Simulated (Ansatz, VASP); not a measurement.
## SiC in VASP and in Ansatz

```xyz
8
Lattice="3.0940 0.0000 0.0000 -1.5470 2.6794 0.0000 0.0000 0.0000 10.1288" Properties=species:S:1:pos:R:3 pbc="T T T"
Si    1.5470    0.8931    9.4992
Si    0.0000    1.7863    4.4348
Si    0.0000    0.0000    6.9676
Si    0.0000    0.0000    1.9032
C     1.5470    0.8931    7.5946
C     0.0000    1.7863    2.5302
C     0.0000    0.0000    5.0689
C     0.0000    0.0000    0.0045
```

Alike in both runs: task single point; functional PBE; k mesh 10 × 10 × 3; occupations fermi-dirac, width 0.01 eV; no spin polarisation.

|  | VASP | Ansatz |
| --- | --- | --- |
| version | VASP 6.6.1 | Ansatz 0.2.0 |
| potentials or method | VASP PAW PBE potentials, release 64 (Si, C), cutoff 600 eV | plane-wave PAW DFT |
| valence electrons in the cell | 32 | 32 |

```tsv
	VASP	Ansatz	Ansatz less VASP
gap on the k mesh at the Fermi level (eV)	2.22	2.22	+0.001
```

The functional is the same, so the differences come from potentials, cutoffs and numerics.
